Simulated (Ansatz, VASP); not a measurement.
## Two plane-wave programs on SnS2

```xyz
3
Lattice="3.6513 0.0000 0.0000 -1.8257 3.1621 0.0000 0.0000 0.0000 6.0574" Properties=species:S:1:pos:R:3 pbc="T T T"
Sn    0.0000    0.0000    0.0000
S     0.0000    2.1081    1.4739
S     1.8257    1.0540    4.5835
```

Alike in both runs: functional PBEsol; k mesh 9 × 9 × 6; occupations gaussian, width 0.02 eV; no spin polarisation.

Ansatz relaxed the structure, and its values are those at the end. VASP's run is a single point on that final structure, the one shown.

|  | VASP | Ansatz |
| --- | --- | --- |
| version | VASP 6.6.1 | Ansatz 0.2.0 |
| potentials or method | VASP PAW PBE potentials, release 64 (Sn_d, S), cutoff 500 eV | scalar-relativistic, plane waves, PAW |
| valence electrons in the cell | 26 | 26 |

|  | VASP | Ansatz | Ansatz less VASP |
| --- | --- | --- | --- |
| gap on the k mesh at the Fermi level (eV) | 1.43 | 1.42 | -0.010 |
| least direct gap on the mesh (eV) | 1.83 | 1.83 | -0.002 |
| pressure (GPa) | -0.1 | 0.0 | +0.07 |

VASP's potentials were made for PBE, not for PBEsol.
